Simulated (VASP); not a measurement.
# AlAs (F-43m) in VASP: notebook

Runs on AlAs. Level: PBEsol. Tasks: single point, relaxation of cell and atoms.

Everything below comes from runs of VASP 6.6.1. Logs are shortened: lines on timing, memory, paths and dates and some standing lists are left out, and cuts for length are marked.

## 1. The cell of the first run

It takes space group F-43m (No. 216, cubic). Conventional cell: a = 5.675 Å, b = 5.675 Å, c = 5.675 Å, α = 90.00°, β = 90.00°, γ = 90.00°. Within 3.2 Å of Al (site symmetry -43m) lie 4 As at 2.46 Å. Within 3.2 Å of As (site symmetry -43m) lie 4 Al at 2.46 Å.

## 2. Single point, PBEsol

File INCAR:

```
SYSTEM = AlAs
PREC = Accurate
ENCUT = 500
EDIFF = 1E-6
ISMEAR = 0
SIGMA = 0.02
LREAL = .False.
LASPH = .True.
NELM = 120
ALGO = Normal
ISIF = 2
LWAVE = .False.
LCHARG = .True.
GGA = PS
LELF = .True.
LVHAR = .True.
NBANDS = 11
GGA_COMPAT = .False.
```

File KPOINTS:

```
regular mesh
0
Gamma
  8 8 8
  0 0 0
```

File POSCAR:

```
AlAs
1.0
    0.0000000000      2.8374040884      2.8374040884
    2.8374040884      0.0000000000      2.8374040884
    2.8374040884      2.8374040884      0.0000000000
Al As
1 1
Direct
    0.0000000000      0.0000000000      0.0000000000
    0.2500000000      0.2500000000      0.2500000000
```

Potentials or basis: VASP PAW PBE potentials, release 64 (Al, As).

Command:

```bash
> cat potpaw_PBE.64/Al/POTCAR potpaw_PBE.64/As/POTCAR > POTCAR
> mpirun -np 1 vasp_std > vasp.out
```

OUTCAR:

```text
SYSTEM = AlAs
   PREC = Accurate
   ENCUT = 500
   EDIFF = 1E-6
   ISMEAR = 0
   LREAL = .False.
   LASPH = .True.
   NELM = 120
   ISIF = 2
   GGA = PS

 ion  position               nearest neighbor table
   1  0.000  0.000  0.000-   2 2.46   2 2.46   2 2.46   2 2.46
   2  0.250  0.250  0.250-   1 2.46   1 2.46   1 2.46   1 2.46

  LATTYP: Found a face centered cubic cell.
 ALAT       =     5.6748081768

  Lattice vectors:

 A1 = (   0.0000000000,   2.8374040884,   2.8374040884)
 A2 = (   2.8374040884,   0.0000000000,   2.8374040884)
 A3 = (   2.8374040884,   2.8374040884,   0.0000000000)

Analysis of symmetry for initial positions (statically):
=====================================================================
 Subroutine PRICEL returns:
 Original cell was already a primitive cell.

 Routine SETGRP: Setting up the symmetry group for a
 face centered cubic supercell.

 Subroutine GETGRP returns: Found 24 space group operations
 (whereof 24 operations were pure point group operations)
 out of a pool of 48 trial point group operations.

The static configuration has the point symmetry T_d .

Analysis of symmetry for dynamics (positions and initial velocities):
=====================================================================
 Subroutine PRICEL returns:
 Original cell was already a primitive cell.

 Routine SETGRP: Setting up the symmetry group for a
 face centered cubic supercell.

 Subroutine GETGRP returns: Found 24 space group operations
 (whereof 24 operations were pure point group operations)
 out of a pool of 48 trial point group operations.

The dynamic configuration has the point symmetry T_d .

 Subroutine INISYM returns: Found 24 space group operations
 (whereof 24 operations are pure point group operations),
 and found     1 'primitive' translations

----------------------------------------------------------------------------------------

                                     Primitive cell

  volume of cell :      45.6871

  direct lattice vectors                    reciprocal lattice vectors
     0.000000000  2.837404088  2.837404088    -0.176217410  0.176217410  0.176217410
     2.837404088  0.000000000  2.837404088     0.176217410 -0.176217410  0.176217410
     2.837404088  2.837404088  0.000000000     0.176217410  0.176217410 -0.176217410

  length of vectors
     4.012695344  4.012695344  4.012695344     0.305217508  0.305217508  0.305217508

  position of ions in fractional coordinates (direct lattice)
     0.000000000  0.000000000  0.000000000
     0.250000000  0.250000000  0.250000000

  ion indices of the primitive-cell ions
   primitive index   ion index
                 1           1
                 2           2

----------------------------------------------------------------------------------------

 KPOINTS: regular mesh

Automatic generation of k-mesh.
 Grid dimensions read from file:
 generate k-points for:    8    8    8

 Generating k-lattice:

  Cartesian coordinates                     Fractional coordinates (reciprocal lattice)
    -0.022027176  0.022027176  0.022027176     0.125000000  0.000000000  0.000000000
     0.022027176 -0.022027176  0.022027176     0.000000000  0.125000000  0.000000000
     0.022027176  0.022027176 -0.022027176     0.000000000  0.000000000  0.125000000

  Length of vectors
     0.038152188  0.038152188  0.038152188

  Shift w.r.t. Gamma in fractional coordinates (k-lattice)
     0.000000000  0.000000000  0.000000000

 Subroutine IBZKPT returns following result:
 ===========================================

 Found     29 irreducible k-points:

 Following reciprocal coordinates:
            Coordinates               Weight
  0.000000  0.000000  0.000000      1.000000
  0.125000  0.000000  0.000000      8.000000
  0.250000  0.000000  0.000000      8.000000
  0.375000  0.000000  0.000000      8.000000
  0.500000  0.000000  0.000000      4.000000
  0.125000  0.125000  0.000000      6.000000
[... 16 lines left out ...]
  0.500000  0.250000  0.125000     48.000000
 -0.375000  0.250000  0.125000     24.000000
 [... further k-points ...]
   k-points           NKPTS =     29   k-points in BZ     NKDIM =     29   number of bands    NBANDS=     11
   number of dos      NEDOS =    301   number of ions     NIONS =      2
   total plane-waves  NPLWV =  27000
   dimension x,y,z NGX =    30 NGY =   30 NGZ =   30
   dimension x,y,z NGXF=    60 NGYF=   60 NGZF=   60
   ions per type =               1   1
   NGX,Y,Z   is equivalent  to a cutoff of  12.43, 12.43, 12.43 a.u.
   NGXF,Y,Z  is equivalent  to a cutoff of  24.86, 24.86, 24.86 a.u.
 SYSTEM =  AlAs
   PREC   = accura    normal or accurate (medium, high low for compatibility)
   ISTART =      0    job   : 0-new  1-cont  2-samecut
   ICHARG =      2    charge: 1-file 2-atom 10-const
   ISPIN  =      1    spin polarized calculation?
   LNONCOLLINEAR =      F non collinear calculations
   LSORBIT =      F    spin-orbit coupling
   LASPH  =      T    aspherical Exc in radial PAW
   ENCUT  =  500.0 eV  36.75 Ry    6.06 a.u.   7.32  7.32  7.32*2*pi/ulx,y,z
   NELM   =    120;   NELMIN=  2; NELMDL= -5     # of ELM steps
   EDIFF  = 0.1E-05   stopping-criterion for ELM
   LREAL  =      F    real-space projection
   EDIFFG = 0.1E-04   stopping-criterion for IOM
   NSW    =      0    number of steps for IOM
   IBRION =     -1    ionic relax: 0-MD 1-quasi-New 2-CG
   NFREE  =      0    steps in history (QN), initial steepest desc. (CG)
   ISIF   =      2    stress and relaxation
   ISYM   =      2    0-nonsym 1-usesym 2-fastsym
   POTIM  = 0.5000    time-step for ionic-motion
   TEBEG  =    0.0;   TEEND  =   0.0 temperature during run
   PSTRESS=    0.0 pullay stress
   NELECT =       8.0000    total number of electrons
   NUPDOWN=      -1.0000    fix difference up-down
   EMIN   =  10.00;   EMAX   =-10.00  energy-range for DOS
   EFERMI =   0.00;   METHOD = LEGACY
   ISMEAR =     0;   SIGMA  =   0.02  broadening in eV -4-tet -1-fermi 0-gaus
   EFERMI_NEDOS =   21; number of points for ismear=-14 and -15
   IALGO  =     38    algorithm
   IMIX   =      4    mixing-type and parameters
     AMIX     =   0.40;   BMIX     =  1.00
     AMIX_MAG =   1.60;   BMIX_MAG =  1.00
  volume/ion in A,a.u.               =      22.84       154.16
  Fermi-wavevector in a.u.,A,eV,Ry     =   0.915884  1.730769 11.413150  0.838843
  Thomas-Fermi vector in A             =   2.040676
   LORBIT       =      0    0 simple, 1 ext, 2 COOP (PROOUT), +10 PAW based schemes
   GGA     = PS    functional components
   LHFCALC =     F    Hartree Fock is set to
   AEXX    =    0.0000 exact exchange contribution
   IVDW    =     0    specifies the selected vdW correction
   LEPSILON=     F    determine dielectric tensor
   LRPA    =     F    only Hartree local field effects (RPA)
 non-spin polarized calculation
 Gauss-broadening in eV      SIGMA  =   0.02
  energy-cutoff  :      500.00
  volume of cell :       45.69
 maximum number of plane-waves:      1211
 NGX is ok and might be reduce to    30
   NGX = 15   NGY = 15   NGZ = 15

 number of electron       8.0000000 magnetization

 Free energy of the ion-electron system (eV)
  ---------------------------------------------------
  ext. energy  EPLUGINS =         0.00000000
  ---------------------------------------------------
  free energy    TOTEN  =       -10.06469451 eV

  energy without entropy =      -10.06469451  energy(sigma->0) =      -10.06469451

 E-fermi :   3.8249     XC(G=0):  -9.1671

 val. band max:        3.7393785754   @ k =   0.0000   0.0000   0.0000
 cond. band min:       5.0710923286   @ k =   0.5000   0.5000   0.0000
 fundamental gap:      1.3317137531
 Fermi energy:         3.8249361985

 k-point     1 :       0.0000    0.0000    0.0000
  band No.  band energies     occupation
      1      -8.1062      2.00000
      2       3.7394      2.00000
      3       3.7394      2.00000
      4       3.7394      2.00000
      5       5.6614      0.00000
      6       7.9897      0.00000
      7       7.9897      0.00000
      8       7.9897      0.00000
      9      12.4096      0.00000
     10      12.7151      0.00000
     11      12.7151      0.00000

 k-point     2 :       0.1250    0.0000    0.0000
  band No.  band energies     occupation
      1      -7.9542      2.00000
      2       2.2962      2.00000
      3       3.5789      2.00000
      4       3.5789      2.00000
      5       6.4335      0.00000
      6       8.2703      0.00000
      7       8.2703      0.00000
      8       8.3680      0.00000
      9      12.0903      0.00000
     10      12.0903      0.00000
     11      13.1394      0.00000

 k-point     3 :       0.2500    0.0000    0.0000
  band No.  band energies     occupation
      1      -7.5324      2.00000
      2       0.3428      2.00000
      3       3.2626      2.00000
      4       3.2626      2.00000
      5       6.2668      0.00000
      6       8.6055      0.00000
      7       8.6055      0.00000
      8      10.0756      0.00000
      9      11.9795      0.00000
     10      11.9795      0.00000
     11      12.9468      0.00000

 k-point     4 :       0.3750    0.0000    0.0000
  band No.  band energies     occupation
      1      -6.9871      2.00000
      2      -1.1984      2.00000
      3       3.0103      2.00000
      4       3.0103      2.00000
      5       5.9228      0.00000
      6       8.4839      0.00000
      7       8.4839      0.00000
      8      11.2833      0.00000
      9      13.2744      0.00000
     10      13.2744      0.00000
     11      13.3095      0.00000
[... 239 lines left out ...]
 k-point    22 :       0.3750    0.2500    0.1250
  band No.  band energies     occupation
      1      -7.1798      2.00000
      2      -0.0309      2.00000
      3       1.7811      2.00000
      4       2.7638      2.00000
      5       7.2618      0.00000
      6       7.9366      0.00000
      7       8.9566      0.00000
      8      10.2066      0.00000
      9      11.8282      0.00000
     10      14.0805      0.00000
     11      15.6323      0.00000

 k-point    23 :       0.5000    0.2500    0.1250
  band No.  band energies     occupation
      1      -6.6893      2.00000
      2      -1.0381      2.00000
      3       1.1930      2.00000
      4       2.3807      2.00000
      5       7.3425      0.00000
      6       8.1183      0.00000
      7       9.4438      0.00000
      8      10.5352      0.00000
      9      12.9824      0.00000
     10      14.1859      0.00000
     11      15.7656      0.00000

 k-point    24 :      -0.3750    0.2500    0.1250
  band No.  band energies     occupation
      1      -6.4361      2.00000
      2      -1.5156      2.00000
      3       1.0413      2.00000
      4       2.1971      2.00000
      5       7.3335      0.00000
      6       7.8956      0.00000
      7      10.3533      0.00000
      8      11.2841      0.00000
      9      12.0061      0.00000
     10      14.6270      0.00000
     11      15.8911      0.00000

 [... further k-points ...]

------------------------ aborting loop because EDIFF is reached ----------------------------------------

  FORCE on cell =-STRESS in cart. coord.  units (eV):
  Direction    XX          YY          ZZ          XY          YZ          ZX
  --------------------------------------------------------------------------------------
  -------------------------------------------------------------------------------------
  Total        0.0756389      0.0756389      0.0756389      0.0000000      0.0000000     -0.0000000
  in kB        2.6525419      2.6525419      2.6525419      0.0000000      0.0000000     -0.0000000
  external PRESSURE =       2.6525419 kB  Pullay stress =       0.0000000 kB

 VOLUME and BASIS-vectors are now :
 -----------------------------------------------------------------------------
  energy-cutoff  :      500.00
  volume of cell :       45.69
      direct lattice vectors                 reciprocal lattice vectors
     0.000000000  2.837404088  2.837404088    -0.176217410  0.176217410  0.176217410
     2.837404088  0.000000000  2.837404088     0.176217410 -0.176217410  0.176217410
     2.837404088  2.837404088  0.000000000     0.176217410  0.176217410 -0.176217410

 POSITION                                       TOTAL-FORCE (eV/Angst)
 -----------------------------------------------------------------------------------
      0.00000      0.00000      0.00000        -0.000000     -0.000000     -0.000000
      1.41870      1.41870      1.41870         0.000000      0.000000      0.000000
 -----------------------------------------------------------------------------------
    total drift:                                0.000000      0.000000      0.000000

  FREE ENERGIE OF THE ION-ELECTRON SYSTEM (eV)
  ---------------------------------------------------
  free  energy   TOTEN  =       -10.0646945091 eV

  energy  without entropy=      -10.0646945091  energy(sigma->0) =      -10.06469451
```

Run time: 17 s. Hardware: 1 thread of AMD EPYC 7R43 (Zen 3), shared host; peak memory 0.13 GiB.

Results:

```yaml
Free_energy: -10.0647 eV
Pressure: 0.3 GPa
Band_gap_on_the_k_mesh: 1.33 eV (least direct gap 1.92 eV)
```

Levels at points of the mesh, in eV from the valence-band top:
| k point | band 1 | band 2 | band 3 | band 4 | band 5 | band 6 | band 7 | band 8 | band 9 |
| --- | --- | --- | --- | --- | --- | --- | --- | --- | --- |
| (0.00, 0.00, 0.00) | -11.85 | 0.00 | 0.00 | 0.00 | 1.92 | 4.25 | 4.25 | 4.25 | 8.67 |
| (0.50, 0.00, 0.00) | -10.44 | -5.57 | -0.82 | -0.82 | 2.05 | 4.63 | 4.63 | 7.56 | 11.00 |
| (0.50, 0.50, 0.00) | -9.89 | -5.42 | -2.17 | -2.17 | 1.33 | 2.22 | 10.22 | 10.22 | 11.59 |

Caveat: the PAW data sets were made with another functional, which shifts forces and pressure a little.

## 3. Relaxation of cell and atoms, PBEsol

File INCAR:

```
ALGO = Normal
EDIFF = 1E-7
EDIFFG = -0.002
ENCUT = 500
GGA = PS
GGA_COMPAT = F
IBRION = 2
ISIF = 3
ISMEAR = 0
LASPH = T
LCHARG = F
LREAL = F
LWAVE = F
NELM = 120
NELMIN = 4
NSW = 100
PREC = Accurate
SIGMA = 0.02
```

File KPOINTS:

```
k-points
0
Gamma
  8 8 8
```

File POSCAR:

```
AlAs
1.0
    0.0000000000      2.8379008000      2.8379008000
    2.8379008000      0.0000000000      2.8379008000
    2.8379008000      2.8379008000      0.0000000000
Al As
1 1
Direct
    0.0000000000      0.0000000000      0.0000000000
    0.2500000000      0.2500000000      0.2500000000
```

Potentials or basis: VASP PAW PBE potentials, release 64 (Al, As).

Command:

```bash
> cat potpaw_PBE.64/Al/POTCAR potpaw_PBE.64/As/POTCAR > POTCAR
> mpirun -np 1 vasp_std > vasp.out
```

Wall time 26 s (1 thread of AMD EPYC 7R43 (Zen 3), shared host); peak memory 0.14 GiB.

Results (log left out):

```
Free energy                           : -10.0648 eV
Relaxed volume                        : 22.93 Å³/atom
Relaxed cell                          : a = 4.018 Å, b = 4.018 Å, c = 4.018 Å, α = 60.00°, β = 60.00°, γ = 60.00°
Space group after relaxing (to 0.1 Å) : F-43m (No. 216)
Energy gained by relaxing             : 0.1 meV/atom
Ionic steps                           : 3
Pressure after relaxing               : 0.0 GPa
Band gap on the k mesh                : 1.34 eV (least direct gap 1.89 eV)
```

Step by step:
| step | energy change (eV) | largest force (eV/Å) | pressure (GPa) | volume (Å³) |
| --- | --- | --- | --- | --- |
| 1 | 0.0000 | 0.0000 | 0.23 | 45.71 |
| 2 | -0.0001 | 0.0000 | -0.11 | 45.93 |
| 3 | -0.0001 | 0.0000 | 0.00 | 45.85 |

Final structure:
```
Al As
1.0
     0.00000    2.84084    2.84084
     2.84084    0.00000    2.84084
     2.84084    2.84084    0.00000
Al As
1 1
Direct
  0.00000 0.00000 0.00000
  0.25000 0.25000 0.25000
```

Levels at points of the mesh, in eV from the valence-band top:
```
           k point  band 2  band 3  band 4  band 5  band 6  band 7
(0.00, 0.00, 0.00)    0.00    0.00    0.00    1.89    4.24    4.24
(0.50, 0.00, 0.00)   -5.55   -0.82   -0.82    2.04    4.62    4.62
(0.50, 0.50, 0.00)   -5.40   -2.16   -2.16    1.34    2.22   10.20
```

Caveat: the PAW data sets were made with another functional, which shifts forces and pressure a little. A k mesh can miss the band edges.
